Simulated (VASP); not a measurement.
# Al (Fm-3m) in VASP: single point with PBEsol+D4

Aim: the single point of Al with PBEsol+D4.

Everything below comes from runs of VASP 6.6.1. Logs are shortened: lines on timing, memory, paths and dates and some standing lists are left out, and cuts for length are marked.

## (1) The cell of the first run

The structure is cubic, space group Fm-3m (No. 225). Conventional cell: a = 3.983 Å, b = 3.983 Å, c = 3.983 Å, α = 90.00°, β = 90.00°, γ = 90.00°. Al (site symmetry m-3m) has 12 Al at 2.82 Å within 3.7 Å.

## (2) Single point, PBEsol+D4

INCAR reads:

```
PREC     = Accurate       # precision mode
ENCUT    = 500            # plane-wave cutoff, eV
EDIFF    = 1E-6           # SCF threshold, eV
ISMEAR   = 0              # smearing method
SIGMA    = 0.1            # smearing width, eV
LREAL    = False          # projectors in reciprocal space
LASPH    = True           # aspherical terms in the spheres
NELM     = 120            # most SCF steps
ALGO     = Normal         # electronic algorithm
ISIF     = 2              # what is computed and relaxed
LWAVE    = False          # write WAVECAR
LCHARG   = False          # write CHGCAR
GGA      = PS             # functional
IVDW     = 13             # dispersion correction
NBANDS   = 8              # bands
GGA_COMPAT= False
```

KPOINTS reads:

```
Automatic mesh
0
Gamma
  18 18 18
```

POSCAR reads:

```
Al
1.0
    0.0000000000      1.9917186264      1.9917186264
    1.9917186264      0.0000000000      1.9917186264
    1.9917186264      1.9917186264      0.0000000000
Al
1
Direct
    0.0000000000      0.0000000000      0.0000000000
```

Potentials or basis: VASP PAW PBE potentials, release 64 (Al).

Started as:

```
$ cat potpaw_PBE.64/Al/POTCAR > POTCAR
$ mpirun -np 1 vasp_std > vasp.out
```

OUTCAR:

```text
PREC = Accurate
   ENCUT = 500
   EDIFF = 1E-6
   ISMEAR = 0
   LREAL = False
   LASPH = True
   NELM = 120
   ISIF = 2
   GGA = PS
   IVDW = 13

 ion  position               nearest neighbor table
   1  0.000  0.000  0.000-

  LATTYP: Found a face centered cubic cell.
 ALAT       =     3.9834372528

  Lattice vectors:

 A1 = (   0.0000000000,   1.9917186264,   1.9917186264)
 A2 = (   1.9917186264,   0.0000000000,   1.9917186264)
 A3 = (   1.9917186264,   1.9917186264,   0.0000000000)

Analysis of symmetry for initial positions (statically):
=====================================================================
 Subroutine PRICEL returns:
 Original cell was already a primitive cell.

 Routine SETGRP: Setting up the symmetry group for a
 face centered cubic supercell.

 Subroutine GETGRP returns: Found 48 space group operations
 (whereof 48 operations were pure point group operations)
 out of a pool of 48 trial point group operations.

The static configuration has the point symmetry O_h .

Analysis of symmetry for dynamics (positions and initial velocities):
=====================================================================
 Subroutine PRICEL returns:
 Original cell was already a primitive cell.

 Routine SETGRP: Setting up the symmetry group for a
 face centered cubic supercell.

 Subroutine GETGRP returns: Found 48 space group operations
 (whereof 48 operations were pure point group operations)
 out of a pool of 48 trial point group operations.

The dynamic configuration has the point symmetry O_h .

 Subroutine INISYM returns: Found 48 space group operations
 (whereof 48 operations are pure point group operations),
 and found     1 'primitive' translations

----------------------------------------------------------------------------------------

                                     Primitive cell

  volume of cell :      15.8021

  direct lattice vectors                    reciprocal lattice vectors
     0.000000000  1.991718626  1.991718626    -0.251039476  0.251039476  0.251039476
     1.991718626  0.000000000  1.991718626     0.251039476 -0.251039476  0.251039476
     1.991718626  1.991718626  0.000000000     0.251039476  0.251039476 -0.251039476

  length of vectors
     2.816715494  2.816715494  2.816715494     0.434813127  0.434813127  0.434813127

  position of ions in fractional coordinates (direct lattice)
     0.000000000  0.000000000  0.000000000

  ion indices of the primitive-cell ions
   primitive index   ion index
                 1           1

----------------------------------------------------------------------------------------

 KPOINTS: Automatic mesh

Automatic generation of k-mesh.
 Grid dimensions read from file:
 generate k-points for:   18   18   18

 Generating k-lattice:

  Cartesian coordinates                     Fractional coordinates (reciprocal lattice)
    -0.013946638  0.013946638  0.013946638     0.055555556  0.000000000  0.000000000
     0.013946638 -0.013946638  0.013946638     0.000000000  0.055555556  0.000000000
     0.013946638  0.013946638 -0.013946638     0.000000000  0.000000000  0.055555556

  Length of vectors
     0.024156285  0.024156285  0.024156285

  Shift w.r.t. Gamma in fractional coordinates (k-lattice)
     0.000000000  0.000000000  0.000000000

 Subroutine IBZKPT returns following result:
 ===========================================

 Found    195 irreducible k-points:

 Following reciprocal coordinates:
            Coordinates               Weight
  0.000000  0.000000  0.000000      1.000000
  0.055556  0.000000  0.000000      8.000000
  0.111111  0.000000  0.000000      8.000000
  0.166667  0.000000  0.000000      8.000000
  0.222222  0.000000  0.000000      8.000000
  0.277778  0.000000  0.000000      8.000000
[... 16 lines left out ...]
 -0.277778  0.055556  0.000000     24.000000
 -0.222222  0.055556  0.000000     24.000000
 [... further k-points ...]
   k-points           NKPTS =    195   k-points in BZ     NKDIM =    195   number of bands    NBANDS=      8
   number of dos      NEDOS =    301   number of ions     NIONS =      1
   total plane-waves  NPLWV =  13824
   dimension x,y,z NGX =    24 NGY =   24 NGZ =   24
   dimension x,y,z NGXF=    48 NGYF=   48 NGZF=   48
   ions per type =               1
   NGX,Y,Z   is equivalent  to a cutoff of  14.17, 14.17, 14.17 a.u.
   NGXF,Y,Z  is equivalent  to a cutoff of  28.33, 28.33, 28.33 a.u.
 SYSTEM =  unknown system
   PREC   = accura    normal or accurate (medium, high low for compatibility)
   ISTART =      0    job   : 0-new  1-cont  2-samecut
   ICHARG =      2    charge: 1-file 2-atom 10-const
   ISPIN  =      1    spin polarized calculation?
   LNONCOLLINEAR =      F non collinear calculations
   LSORBIT =      F    spin-orbit coupling
   LASPH  =      T    aspherical Exc in radial PAW
   ENCUT  =  500.0 eV  36.75 Ry    6.06 a.u.   5.14  5.14  5.14*2*pi/ulx,y,z
   NELM   =    120;   NELMIN=  2; NELMDL= -5     # of ELM steps
   EDIFF  = 0.1E-05   stopping-criterion for ELM
   LREAL  =      F    real-space projection
   EDIFFG = 0.1E-04   stopping-criterion for IOM
   NSW    =      0    number of steps for IOM
   IBRION =     -1    ionic relax: 0-MD 1-quasi-New 2-CG
   NFREE  =      0    steps in history (QN), initial steepest desc. (CG)
   ISIF   =      2    stress and relaxation
   ISYM   =      2    0-nonsym 1-usesym 2-fastsym
   POTIM  = 0.5000    time-step for ionic-motion
   TEBEG  =    0.0;   TEEND  =   0.0 temperature during run
   PSTRESS=    0.0 pullay stress
   NELECT =       3.0000    total number of electrons
   NUPDOWN=      -1.0000    fix difference up-down
   EMIN   =  10.00;   EMAX   =-10.00  energy-range for DOS
   EFERMI =   0.00;   METHOD = LEGACY
   ISMEAR =     0;   SIGMA  =   0.10  broadening in eV -4-tet -1-fermi 0-gaus
   EFERMI_NEDOS =   21; number of points for ismear=-14 and -15
   IALGO  =     38    algorithm
   IMIX   =      4    mixing-type and parameters
     AMIX     =   0.40;   BMIX     =  1.00
     AMIX_MAG =   1.60;   BMIX_MAG =  1.00
  volume/ion in A,a.u.               =      15.80       106.64
  Fermi-wavevector in a.u.,A,eV,Ry     =   0.940901  1.778045 12.045166  0.885295
  Thomas-Fermi vector in A             =   2.068359
   LORBIT       =      0    0 simple, 1 ext, 2 COOP (PROOUT), +10 PAW based schemes
   GGA     = PS    functional components
   LHFCALC =     F    Hartree Fock is set to
   AEXX    =    0.0000 exact exchange contribution
   IVDW    =    13    specifies the selected vdW correction
   LEPSILON=     F    determine dielectric tensor
   LRPA    =     F    only Hartree local field effects (RPA)
 non-spin polarized calculation
 Gauss-broadening in eV      SIGMA  =   0.10
  energy-cutoff  :      500.00
  volume of cell :       15.80
 maximum number of plane-waves:       412
 NGX is ok and might be reduce to    24
   NGX = 11   NGY = 11   NGZ = 11

 number of electron       3.0000000 magnetization

 Free energy of the ion-electron system (eV)
  ---------------------------------------------------
  ext. energy  EPLUGINS =         0.00000000
  ---------------------------------------------------
  free energy    TOTEN  =        -4.08816338 eV

  energy without entropy =       -4.08522893  energy(sigma->0) =       -4.08669616

 E-fermi :   8.3998     XC(G=0): -10.4154

 val. band max:        8.3761939640   @ k =   0.5000   0.4444   0.0556
 cond. band min:       8.4001284606   @ k =  -0.4444   0.3333   0.1111
 fundamental gap:      0.0239344966
 Fermi energy:         8.3998431609

 k-point     1 :       0.0000    0.0000    0.0000
  band No.  band energies     occupation
      1      -3.0244      2.00000
      2      21.2430      0.00000
      3      21.2430      0.00000
      4      21.2430      0.00000
      5      23.0675      0.00000
      6      23.0675      0.00000
      7      23.0675      0.00000
      8      25.2100      0.00000

 k-point     2 :       0.0556    0.0000    0.0000
  band No.  band energies     occupation
      1      -2.9380      2.00000
      2      19.7537      0.00000
      3      20.9691      0.00000
      4      20.9691      0.00000
      5      23.4779      0.00000
      6      23.4779      0.00000
      7      23.5763      0.00000
      8      26.1295      0.00000

 k-point     3 :       0.1111    0.0000    0.0000
  band No.  band energies     occupation
      1      -2.6794      2.00000
      2      17.4924      0.00000
      3      20.4845      0.00000
      4      20.4845      0.00000
      5      23.6022      0.00000
      6      24.3464      0.00000
      7      24.3464      0.00000
      8      26.7016      0.00000

 k-point     4 :       0.1667    0.0000    0.0000
  band No.  band energies     occupation
      1      -2.2494      2.00000
      2      15.2059      0.00000
      3      20.0479      0.00000
      4      20.0479      0.00000
      5      23.4184      0.00000
      6      24.9503      0.00000
      7      24.9503      0.00000
      8      26.0421      0.00000

 k-point     5 :       0.2222    0.0000    0.0000
  band No.  band energies     occupation
      1      -1.6498      2.00000
      2      12.9948      0.00000
      3      19.7232      0.00000
      4      19.7232      0.00000
      5      23.2321      0.00000
      6      24.0798      0.00000
      7      24.0798      0.00000
      8      27.0738      0.00000
[... 177 lines left out ...]
 k-point    22 :      -0.3333    0.0556    0.0000
  band No.  band energies     occupation
      1       0.4702      2.00000
      2       8.3530      1.49243
      3      17.7637      0.00000
      4      20.6919      0.00000
      5      20.7736      0.00000
      6      22.2343      0.00000
      7      23.8238      0.00000
      8      26.7664      0.00000

 k-point    23 :      -0.2778    0.0556    0.0000
  band No.  band energies     occupation
      1      -0.5150      2.00000
      2      10.2829      0.00000
      3      17.7826      0.00000
      4      20.7320      0.00000
      5      21.6315      0.00000
      6      23.1124      0.00000
      7      23.7835      0.00000
      8      27.5759      0.00000

 k-point    24 :      -0.2222    0.0556    0.0000
  band No.  band energies     occupation
      1      -1.3368      2.00000
      2      12.3384      0.00000
      3      17.9481      0.00000
      4      20.8643      0.00000
      5      22.6549      0.00000
      6      23.7540      0.00000
      7      24.2106      0.00000
      8      26.4438      0.00000

 [... further k-points ...]

------------------------ aborting loop because EDIFF is reached ----------------------------------------

  DFT-D4 for vdW energy calculation

  Edisp (eV):   -0.20842

  FORCE on cell =-STRESS in cart. coord.  units (eV):
  Direction    XX          YY          ZZ          XY          YZ          ZX
  --------------------------------------------------------------------------------------
  -------------------------------------------------------------------------------------
  Total       0.00891     0.00891     0.00891     0.00000    -0.00000     0.00000
  in kB       0.90388     0.90388     0.90388     0.00000    -0.00000     0.00000
  external pressure =        0.90 kB  Pullay stress =        0.00 kB

 VOLUME and BASIS-vectors are now :
 -----------------------------------------------------------------------------
  energy-cutoff  :      500.00
  volume of cell :       15.80
      direct lattice vectors                 reciprocal lattice vectors
     0.000000000  1.991718626  1.991718626    -0.251039476  0.251039476  0.251039476
     1.991718626  0.000000000  1.991718626     0.251039476 -0.251039476  0.251039476
     1.991718626  1.991718626  0.000000000     0.251039476  0.251039476 -0.251039476

 POSITION                                       TOTAL-FORCE (eV/Angst)
 -----------------------------------------------------------------------------------
      0.00000      0.00000      0.00000         0.000000      0.000000      0.000000
 -----------------------------------------------------------------------------------
    total drift:                               -0.000000      0.000000      0.000000

  FREE ENERGIE OF THE ION-ELECTRON SYSTEM (eV)
  ---------------------------------------------------
  free  energy   TOTEN  =        -4.2965881214 eV

  energy  without entropy=       -4.2936536706  energy(sigma->0) =       -4.29512090
```

It took 20 s on 1 thread of Intel Xeon 8259CL, shared host; peak memory 0.14 GiB.

What came out:

```
Free energy                : -4.2966 eV
Pressure                   : 0.1 GPa
Dispersion energy per atom : -0.208 eV
```

Caveat: the PAW data sets were made with another functional, which shifts forces and pressure a little; pairwise dispersion overbinds metals, which lowers pressure and volume.
